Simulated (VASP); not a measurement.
# WS2 (P6_3/mmc) in VASP: further runs, part 2 of 2

VASP 6.6.1.

## 4. Single point, r2SCAN, non-collinear spin, zero start, spin-orbit coupling (uniaxial z strain -4.0%)

Input file POSCAR:

```
WS2
1.0
    3.1699462934      0.0000000000      0.0000000000
   -1.5849731467      2.7452540187      0.0000000000
    0.0000000000      0.0000000000     11.9914277304
W S
2 4
Direct
    0.3333333333      0.6666666667      0.2500000000
    0.6666666667      0.3333333333      0.7500000000
    0.6666666667      0.3333333333      0.3798189439
    0.6666666667      0.3333333333      0.1201810561
    0.3333333333      0.6666666667      0.8798189439
    0.3333333333      0.6666666667      0.6201810561
```

Input file INCAR.step1:

```
SYSTEM = WS2
PREC = Accurate
ENCUT = 550
ISMEAR = -1
SIGMA = 0.02
LREAL = .False.
LASPH = .True.
NELM = 200
MAGMOM = 0 0 0 0 0 0 0 0 0 0 0 0 0 0 0 0 0 0
LSORBIT = .True.
GGA_COMPAT = .False.
LMAXMIX = 4
NBANDS = 68
GGA = PE
ALGO = Normal
EDIFF = 1E-5
LWAVE = .True.
LCHARG = .False.
KPAR = 4
```

Input file INCAR.step2:

```
SYSTEM = WS2
PREC = Accurate
ENCUT = 550
EDIFF = 1E-6
ISMEAR = -1
SIGMA = 0.02
LREAL = .False.
LASPH = .True.
NELM = 200
ALGO = Normal
ISIF = 2
LWAVE = .False.
LCHARG = .False.
MAGMOM = 0 0 0 0 0 0 0 0 0 0 0 0 0 0 0 0 0 0
LORBIT = 11
LSORBIT = .True.
GGA_COMPAT = .False.
LORBMOM = .True.
LMAXMIX = 4
METAGGA = R2SCAN
LMIXTAU = .True.
NBANDS = 68
ISTART = 1
KPAR = 4
```

Input file KPOINTS:

```
regular mesh
0
Gamma
  12 12 2
  0 0 0
```

Potentials or basis: VASP PAW PBE potentials, release 64 (W_sv, S).

Run with:

```
> cat potpaw_PBE.64/W_sv/POTCAR potpaw_PBE.64/S/POTCAR > POTCAR
> cp INCAR.step1 INCAR
> mpirun -np 4 vasp_ncl > vasp.out
> cp INCAR.step2 INCAR
> mpirun -np 4 vasp_ncl > vasp.out
```

OUTCAR:

```text
SYSTEM = WS2
   PREC = Accurate
   ENCUT = 550
   EDIFF = 1E-6
   ISMEAR = -1
   LREAL = .False.
   LASPH = .True.
   NELM = 200
   ISIF = 2
   LORBIT = 11
   LSORBIT = .True.
   METAGGA = R2SCAN
   ISTART = 1

 ion  position               nearest neighbor table
   1  0.333  0.667  0.250-   3 2.40   4 2.40   3 2.40   4 2.40   3 2.40   4 2.40
   2  0.667  0.333  0.750-   5 2.40   6 2.40   5 2.40   6 2.40   5 2.40   6 2.40
   3  0.667  0.333  0.380-   1 2.40   1 2.40   1 2.40
   4  0.667  0.333  0.120-   1 2.40   1 2.40   1 2.40
   5  0.333  0.667  0.880-   2 2.40   2 2.40   2 2.40
   6  0.333  0.667  0.620-   2 2.40   2 2.40   2 2.40

  LATTYP: Found a hexagonal cell.
 ALAT       =     3.1699462934
 C/A-ratio  =     3.7828488626

  Lattice vectors:

 A1 = (   3.1699462934,   0.0000000000,   0.0000000000)
 A2 = (  -1.5849731467,   2.7452540187,   0.0000000000)
 A3 = (   0.0000000000,   0.0000000000,  11.9914277304)

Analysis of symmetry for initial positions (statically):
=====================================================================
 Subroutine PRICEL returns:
 Original cell was already a primitive cell.

 Routine SETGRP: Setting up the symmetry group for a
 hexagonal supercell.

 Subroutine GETGRP returns: Found 24 space group operations
 (whereof 12 operations were pure point group operations)
 out of a pool of 24 trial point group operations.

The static configuration has the point symmetry D_3d.
 The point group associated with its full space group is D_6h.

Analysis of symmetry for dynamics (positions and initial velocities):
=====================================================================
 Subroutine PRICEL returns:
 Original cell was already a primitive cell.

 Routine SETGRP: Setting up the symmetry group for a
 hexagonal supercell.

 Subroutine GETGRP returns: Found 24 space group operations
 (whereof 12 operations were pure point group operations)
 out of a pool of 24 trial point group operations.

[... 1853 lines left out ...]
            0.000   0.000   0.000

 orbital moment (z)

 # of ion     p       d       tot
 ----------------------------------------
  1         0.000   0.000   0.000
  2         0.000   0.000   0.000
  3         0.000   0.000   0.000
  4         0.000   0.000   0.000
  5         0.000   0.000   0.000
  6         0.000   0.000   0.000
 ----------------------------------------
            0.000   0.000   0.000

 Spin-Orbit-Coupling matrix elements

 Ion:    1  E_soc:     -1.4388031
 l=   1
     0.0000000    -0.2129668    -0.2138676
    -0.2129668     0.0000000    -0.2129668
    -0.2138676    -0.2129668     0.0000000
 l=   2
     0.0000000    -0.0050168     0.0000000    -0.0050168    -0.0222148
    -0.0050168     0.0000000    -0.0165396    -0.0042392    -0.0050168
     0.0000000    -0.0165396     0.0000000    -0.0165396     0.0000000
    -0.0050168    -0.0042392    -0.0165396     0.0000000    -0.0050168
    -0.0222148    -0.0050168     0.0000000    -0.0050168     0.0000000
 l=   3
     0.0000000     0.0000000     0.0000000     0.0000000     0.0000000     0.0000000     0.0000000
     0.0000000     0.0000000     0.0000000     0.0000000     0.0000000     0.0000000     0.0000000
     0.0000000     0.0000000     0.0000000     0.0000000     0.0000000     0.0000000     0.0000000
     0.0000000     0.0000000     0.0000000     0.0000000     0.0000000     0.0000000     0.0000000
[... 89 lines left out ...]
 l=   2
     0.0000000     0.0000000     0.0000000     0.0000000     0.0000000
     0.0000000     0.0000000     0.0000000     0.0000000     0.0000000
     0.0000000     0.0000000     0.0000000     0.0000000     0.0000000
     0.0000000     0.0000000     0.0000000     0.0000000     0.0000000
     0.0000000     0.0000000     0.0000000     0.0000000     0.0000000
 l=   3
     0.0000000     0.0000000     0.0000000     0.0000000     0.0000000     0.0000000     0.0000000
     0.0000000     0.0000000     0.0000000     0.0000000     0.0000000     0.0000000     0.0000000
     0.0000000     0.0000000     0.0000000     0.0000000     0.0000000     0.0000000     0.0000000
     0.0000000     0.0000000     0.0000000     0.0000000     0.0000000     0.0000000     0.0000000
     0.0000000     0.0000000     0.0000000     0.0000000     0.0000000     0.0000000     0.0000000
     0.0000000     0.0000000     0.0000000     0.0000000     0.0000000     0.0000000     0.0000000
     0.0000000     0.0000000     0.0000000     0.0000000     0.0000000     0.0000000     0.0000000

 total charge

# of ion       s       p       d       tot
------------------------------------------
    1        2.314   6.340   3.378  12.031
    2        2.314   6.340   3.378  12.031
    3        1.352   2.393   0.000   3.745
    4        1.352   2.393   0.000   3.745
    5        1.352   2.393   0.000   3.745
    6        1.352   2.393   0.000   3.745
--------------------------------------------------
tot         10.037  22.250   6.755  39.043

 magnetization (x)

# of ion       s       p       d       tot
------------------------------------------
    1        0.000   0.000   0.000   0.000
    2        0.000   0.000  -0.000  -0.000
    3        0.000  -0.000   0.000  -0.000
    4       -0.000   0.000   0.000   0.000
    5        0.000  -0.000   0.000  -0.000
    6        0.000  -0.000   0.000  -0.000
--------------------------------------------------
tot          0.000  -0.000   0.000  -0.000

 magnetization (y)

# of ion       s       p       d       tot
------------------------------------------
    1        0.000   0.000   0.000   0.000
    2        0.000   0.000  -0.000  -0.000
    3        0.000   0.000   0.000   0.000
    4       -0.000   0.000   0.000   0.000
    5       -0.000   0.000   0.000  -0.000
    6        0.000   0.000   0.000   0.000
--------------------------------------------------
tot         -0.000   0.000  -0.000   0.000

 magnetization (z)

# of ion       s       p       d       tot
------------------------------------------
    1        0.000   0.000   0.000   0.000
    2        0.000   0.000   0.000   0.000
    3        0.000   0.000   0.000   0.000
    4        0.000   0.000   0.000   0.000
    5        0.000   0.000   0.000   0.000
    6        0.000   0.000   0.000   0.000
--------------------------------------------------
tot          0.000   0.000   0.000   0.000
```

OUTCAR.step1:

```text
SYSTEM = WS2
   PREC = Accurate
   ENCUT = 550
   ISMEAR = -1
   LREAL = .False.
   LASPH = .True.
[... 1994 lines left out ...]
     0.0000000     0.0000000     0.0000000     0.0000000     0.0000000     0.0000000     0.0000000
     0.0000000     0.0000000     0.0000000     0.0000000     0.0000000     0.0000000     0.0000000
     0.0000000     0.0000000     0.0000000     0.0000000     0.0000000     0.0000000     0.0000000
     0.0000000     0.0000000     0.0000000     0.0000000     0.0000000     0.0000000     0.0000000
     0.0000000     0.0000000     0.0000000     0.0000000     0.0000000     0.0000000     0.0000000
     0.0000000     0.0000000     0.0000000     0.0000000     0.0000000     0.0000000     0.0000000

=======================================================================

 ========================================================
```

OSZICAR.step1:

```text
N       E                     dE             d eps       ncg     rms          rms(c)
DAV:   1     0.582102052509E+03    0.58210E+03   -0.28549E+04  5464   0.160E+03
DAV:   2    -0.359729711910E+01   -0.58570E+03   -0.56225E+03  5872   0.448E+02
DAV:   3    -0.497782010788E+02   -0.46181E+02   -0.44964E+02  6296   0.122E+02
DAV:   4    -0.513552648424E+02   -0.15771E+01   -0.15617E+01  6360   0.219E+01
DAV:   5    -0.513920115380E+02   -0.36747E-01   -0.36643E-01  6436   0.358E+00    0.386E+01
DAV:   6    -0.490322756296E+02    0.23597E+01   -0.87151E+00  6072   0.201E+01    0.171E+01
DAV:   7    -0.488120031076E+02    0.22027E+00   -0.26681E+00  5624   0.864E+00    0.698E+00
DAV:   8    -0.486862342338E+02    0.12577E+00   -0.37842E-01  5892   0.427E+00    0.215E+00
DAV:   9    -0.486872951825E+02   -0.10609E-02   -0.52998E-02  6500   0.123E+00    0.117E+00
DAV:  10    -0.486850502526E+02    0.22449E-02   -0.73871E-03  6096   0.511E-01    0.540E-01
DAV:  11    -0.486847835172E+02    0.26674E-03   -0.33463E-03  6216   0.382E-01    0.776E-02
DAV:  12    -0.486847646220E+02    0.18895E-04   -0.48672E-04  5680   0.136E-01    0.438E-02
DAV:  13    -0.486847759208E+02   -0.11299E-04   -0.38964E-05  5380   0.411E-02    0.290E-02
DAV:  14    -0.486847858056E+02   -0.98847E-05   -0.92057E-06  3756   0.196E-02
   1 F= -.48684786E+02 E0= -.48684786E+02  d E =-.228383E-10  mag=     0.0000    -0.0000     0.0000
```

It took 24 min on 4 MPI ranks of Oxide Virtual Turin-like, shared host; peak memory 0.82 GiB.

Results:

* Free energy: -141.5222 eV
* Pressure: 3.2 GPa
* Largest force: 0.006 eV/Å
* Net moment: 0.00 μB per cell
* Valence electrons inside the program's atomic spheres: W 12.03; S 3.75

Forces on the atoms (eV/Å):
```
W    0.000  0.000  0.000
W    0.000  0.000  0.000
S    0.000  0.000 -0.006
S    0.000  0.000  0.006
S    0.000  0.000 -0.006
S    0.000  0.000  0.006
```

Stress tensor (GPa, compression positive):
```
2.51 0.00 0.00
0.00 2.51 0.00
0.00 0.00 4.45
```

Moments on the atoms (μB; x, y, z):
```
W   0.00 0.00 0.00
W   0.00 0.00 0.00
S   0.00 0.00 0.00
S   0.00 0.00 0.00
S   0.00 0.00 0.00
S   0.00 0.00 0.00
```

Caveat: the cell differs from its parent crystal (uniaxial z strain -4.0%); the cell stands under pressure; the PAW data sets were made with another functional, which shifts forces and pressure a little.

## 5. Single point, r2SCAN, non-collinear spin, zero start, spin-orbit coupling (uniaxial z strain +1.0%)

Input file POSCAR:

```
WS2
1.0
    3.1699462934      0.0000000000      0.0000000000
   -1.5849731467      2.7452540187      0.0000000000
    0.0000000000      0.0000000000     12.6159812580
W S
2 4
Direct
    0.3333333333      0.6666666667      0.2500000000
    0.6666666667      0.3333333333      0.7500000000
    0.6666666667      0.3333333333      0.3739370859
    0.6666666667      0.3333333333      0.1260629141
    0.3333333333      0.6666666667      0.8739370859
    0.3333333333      0.6666666667      0.6260629141
```

Input file INCAR.step1:

```
SYSTEM = WS2
PREC = Accurate ; ENCUT = 550
ISMEAR = -1 ; SIGMA = 0.02
LREAL = .FALSE. ; LASPH = .TRUE.
NELM = 200 ; MAGMOM = 0 0 0 0 0 0 0 0 0 0 0 0 0 0 0 0 0 0
LSORBIT = .TRUE. ; GGA_COMPAT = .FALSE.
LMAXMIX = 4 ; NBANDS = 68
GGA = PE ; ALGO = Normal
EDIFF = 1E-5 ; LWAVE = .TRUE.
LCHARG = .FALSE. ; KPAR = 4
```

Input file INCAR.step2:

```
SYSTEM = WS2
PREC = Accurate ; ENCUT = 550
EDIFF = 1E-6 ; ISMEAR = -1
SIGMA = 0.02 ; LREAL = .FALSE.
LASPH = .TRUE. ; NELM = 200
ALGO = Normal ; ISIF = 2
LWAVE = .FALSE. ; LCHARG = .TRUE.
MAGMOM = 0 0 0 0 0 0 0 0 0 0 0 0 0 0 0 0 0 0 ; LORBIT = 11
LSORBIT = .TRUE. ; GGA_COMPAT = .FALSE.
LORBMOM = .TRUE. ; LMAXMIX = 4
METAGGA = R2SCAN ; LMIXTAU = .TRUE.
LVHAR = .TRUE. ; NBANDS = 68
ISTART = 1 ; KPAR = 4
```

Input file KPOINTS:

```
Automatic mesh
0
G
  12 12 2
  0 0 0
```

Potentials or basis: VASP PAW PBE potentials, release 64 (W_sv, S).

Run with:

```
> cat potpaw_PBE.64/W_sv/POTCAR potpaw_PBE.64/S/POTCAR > POTCAR
> cp INCAR.step1 INCAR
> mpirun -np 4 vasp_ncl > vasp.out
> cp INCAR.step2 INCAR
> mpirun -np 4 vasp_ncl > vasp.out
```

OUTCAR:

```text
SYSTEM = WS2
   PREC = Accurate
   ENCUT = 550
   EDIFF = 1E-6
   ISMEAR = -1
   LREAL = .FALSE.
   LASPH = .TRUE.
   NELM = 200
   ISIF = 2
   LORBIT = 11
   LSORBIT = .TRUE.
   METAGGA = R2SCAN
   ISTART = 1

 ion  position               nearest neighbor table
   1  0.333  0.667  0.250-   3 2.41   4 2.41   3 2.41   4 2.41   3 2.41   4 2.41
   2  0.667  0.333  0.750-   5 2.41   6 2.41   5 2.41   6 2.41   5 2.41   6 2.41
   3  0.667  0.333  0.374-   1 2.41   1 2.41   1 2.41
   4  0.667  0.333  0.126-   1 2.41   1 2.41   1 2.41
   5  0.333  0.667  0.874-   2 2.41   2 2.41   2 2.41
   6  0.333  0.667  0.626-   2 2.41   2 2.41   2 2.41

  LATTYP: Found a hexagonal cell.
 ALAT       =     3.1699462934
 C/A-ratio  =     3.9798722408

  Lattice vectors:

 A1 = (   3.1699462934,   0.0000000000,   0.0000000000)
 A2 = (  -1.5849731467,   2.7452540187,   0.0000000000)
 A3 = (   0.0000000000,   0.0000000000,  12.6159812580)

Analysis of symmetry for initial positions (statically):
=====================================================================
 Subroutine PRICEL returns:
 Original cell was already a primitive cell.

 Routine SETGRP: Setting up the symmetry group for a
[... 1997 lines left out ...]
     0.0000000     0.0000000     0.0000000     0.0000000     0.0000000
     0.0000000     0.0000000     0.0000000     0.0000000     0.0000000
     0.0000000     0.0000000     0.0000000     0.0000000     0.0000000
     0.0000000     0.0000000     0.0000000     0.0000000     0.0000000
     0.0000000     0.0000000     0.0000000     0.0000000     0.0000000
 l=   3
     0.0000000     0.0000000     0.0000000     0.0000000     0.0000000     0.0000000     0.0000000
     0.0000000     0.0000000     0.0000000     0.0000000     0.0000000     0.0000000     0.0000000
     0.0000000     0.0000000     0.0000000     0.0000000     0.0000000     0.0000000     0.0000000
     0.0000000     0.0000000     0.0000000     0.0000000     0.0000000     0.0000000     0.0000000
     0.0000000     0.0000000     0.0000000     0.0000000     0.0000000     0.0000000     0.0000000
     0.0000000     0.0000000     0.0000000     0.0000000     0.0000000     0.0000000     0.0000000
     0.0000000     0.0000000     0.0000000     0.0000000     0.0000000     0.0000000     0.0000000

 total charge

# of ion       s       p       d       tot
------------------------------------------
    1        2.313   6.337   3.368  12.018
    2        2.313   6.337   3.368  12.018
    3        1.351   2.389   0.000   3.740
    4        1.351   2.389   0.000   3.740
    5        1.351   2.389   0.000   3.740
    6        1.351   2.389   0.000   3.740
--------------------------------------------------
tot         10.030  22.232   6.737  38.998

 magnetization (x)

# of ion       s       p       d       tot
------------------------------------------
    1        0.000  -0.000   0.000   0.000
    2       -0.000  -0.000   0.000  -0.000
    3        0.000  -0.000   0.000  -0.000
    4       -0.000   0.000   0.000   0.000
    5       -0.000   0.000   0.000   0.000
    6        0.000  -0.000   0.000  -0.000
--------------------------------------------------
tot          0.000   0.000   0.000   0.000

 magnetization (y)

# of ion       s       p       d       tot
------------------------------------------
    1        0.000   0.000   0.000   0.000
    2       -0.000  -0.000   0.000   0.000
    3        0.000   0.000   0.000   0.000
    4        0.000   0.000   0.000   0.000
    5        0.000   0.000   0.000   0.000
    6       -0.000   0.000   0.000  -0.000
--------------------------------------------------
tot         -0.000   0.000   0.000   0.000

 magnetization (z)

# of ion       s       p       d       tot
------------------------------------------
    1        0.000   0.000   0.000   0.000
    2        0.000   0.000   0.000   0.000
    3        0.000   0.000   0.000   0.000
    4        0.000   0.000   0.000   0.000
    5        0.000   0.000   0.000   0.000
    6        0.000   0.000   0.000   0.000
--------------------------------------------------
tot          0.000   0.000   0.000   0.000
```

OUTCAR.step1:

```text
SYSTEM = WS2
   PREC = Accurate
   ENCUT = 550
   ISMEAR = -1
   LREAL = .FALSE.
   LASPH = .TRUE.
[... 1994 lines left out ...]
     0.0000000     0.0000000     0.0000000     0.0000000     0.0000000     0.0000000     0.0000000
     0.0000000     0.0000000     0.0000000     0.0000000     0.0000000     0.0000000     0.0000000
     0.0000000     0.0000000     0.0000000     0.0000000     0.0000000     0.0000000     0.0000000
     0.0000000     0.0000000     0.0000000     0.0000000     0.0000000     0.0000000     0.0000000
     0.0000000     0.0000000     0.0000000     0.0000000     0.0000000     0.0000000     0.0000000
     0.0000000     0.0000000     0.0000000     0.0000000     0.0000000     0.0000000     0.0000000

=======================================================================

 ========================================================
```

OSZICAR.step1:

```text
N       E                     dE             d eps       ncg     rms          rms(c)
DAV:   1     0.575829740178E+03    0.57583E+03   -0.28548E+04  5504   0.159E+03
DAV:   2    -0.535694427839E+01   -0.58119E+03   -0.55853E+03  5904   0.442E+02
DAV:   3    -0.500577935788E+02   -0.44701E+02   -0.43676E+02  6420   0.119E+02
DAV:   4    -0.515037995423E+02   -0.14460E+01   -0.14341E+01  6304   0.210E+01
DAV:   5    -0.515388295393E+02   -0.35030E-01   -0.34945E-01  6372   0.352E+00    0.382E+01
DAV:   6    -0.491572140573E+02    0.23816E+01   -0.88308E+00  6112   0.202E+01    0.168E+01
DAV:   7    -0.489287100474E+02    0.22850E+00   -0.26840E+00  5632   0.867E+00    0.691E+00
DAV:   8    -0.488021473839E+02    0.12656E+00   -0.37411E-01  5824   0.426E+00    0.206E+00
DAV:   9    -0.488034048759E+02   -0.12575E-02   -0.53675E-02  6460   0.123E+00    0.114E+00
DAV:  10    -0.488013878860E+02    0.20170E-02   -0.66008E-03  6100   0.482E-01    0.542E-01
DAV:  11    -0.488011147701E+02    0.27312E-03   -0.36047E-03  6224   0.395E-01    0.731E-02
DAV:  12    -0.488011003494E+02    0.14421E-04   -0.50564E-04  5596   0.137E-01    0.419E-02
DAV:  13    -0.488011150228E+02   -0.14673E-04   -0.40603E-05  5340   0.400E-02    0.261E-02
DAV:  14    -0.488011273983E+02   -0.12376E-04   -0.10306E-05  3860   0.204E-02    0.868E-03
DAV:  15    -0.488011290847E+02   -0.16864E-05   -0.21834E-06  2868   0.106E-02
   1 F= -.48801129E+02 E0= -.48801129E+02  d E =-.418716E-11  mag=    -0.0000     0.0000    -0.0000
```

Wall time 19 min (4 MPI ranks of Oxide Virtual Turin-like, shared host); peak memory 0.83 GiB.

What came out:

```yaml
Free_energy: -141.6101 eV
Pressure: 1.5 GPa
Net_moment: 0.00 μB per cell
Valence_electrons_inside_the_program's_atomic_spheres: W 12.02; S 3.74
```

Moments on the atoms (μB; x, y, z):
```
W   0.00 0.00 0.00
W   0.00 0.00 0.00
S   0.00 0.00 0.00
S   0.00 0.00 0.00
S   0.00 0.00 0.00
S   0.00 0.00 0.00
```

Caveat: the cell differs from its parent crystal (uniaxial z strain +1.0%); the PAW data sets were made with another functional, which shifts forces and pressure a little.

## 6. Summary

```tsv
cell	pressure (GPa)	moment (μB)
a = 3.170, b = 3.170, c = 12.491 Å, angles 90.0, 90.0, 120.0°, 6 atoms, atomic positions A	1.7	0.00
a = 3.170, b = 3.170, c = 12.741 Å, angles 90.0, 90.0, 120.0°, 6 atoms, atomic positions B	1.3	0.00
a = 3.170, b = 3.170, c = 11.991 Å, angles 90.0, 90.0, 120.0°, 6 atoms, atomic positions C	3.2	0.00
a = 3.170, b = 3.170, c = 12.616 Å, angles 90.0, 90.0, 120.0°, 6 atoms, atomic positions D	1.5	0.00
```

Alike in all rows: task single point; level r2SCAN; potentials or basis VASP PAW PBE potentials, release 64 (W_sv, S); spin non-collinear, zero start, SOC; k mesh 12 × 12 × 2; cutoff (eV) 550; smearing fermi-dirac 0.02 eV.

Caveats: the PAW data sets were made with another functional, which shifts forces and pressure a little; the cell stands under pressure (at least some runs).

Absolute energies hang on the potentials; compare differences alone.
